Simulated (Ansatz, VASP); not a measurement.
Ta3H: VASP beside Ansatz

```
Ta H
1.0
     2.87431    0.00000    0.00000
    -0.95810    2.70993    0.00000
     0.00000    0.00000   21.52669
Ta H
3 1
Direct
  0.50000 0.50000 0.18582
  0.00000 0.00000 0.29097
  0.50000 0.50000 0.39610
  0.83333 0.83333 0.57123
```

Alike in both runs: task single point; functional PBE; k mesh 10 × 10 × 1; occupations gaussian, width 0.1 eV; collinear spin.

|  | VASP | Ansatz |
| --- | --- | --- |
| version | VASP 6.6.1 | Ansatz 0.2.0 |
| potentials or method | VASP PAW PBE potentials, release 64 (Ta_pv, H), cutoff 520 eV | scalar-relativistic, plane waves, PAW |
| valence electrons in the cell | 34 | 40 |

```tsv
	VASP	Ansatz	Ansatz less VASP
gap on the k mesh at the Fermi level (eV)	none	none	-
rms of the force components (eV/Å)	0.064	0.063	-0.0012
net moment per atom (μB)	0.24	0.24	0.000
size of the moment on the site where the two differ most (μB)	0.37	0.84	+0.466
```

Site moments also hang on the region over which each program counts them. Atom by atom the forces differ by 0.002 eV/Å (rms over components). A gap of «none» marks a metal or a gap that the smearing closes. VASP's potentials hold 34 valence electrons a cell and Ansatz's 40, so a difference there can come from the potentials and not from the codes. Ansatz's warnings: vacuum density over bound.

Spin-orbit coupling is off throughout.
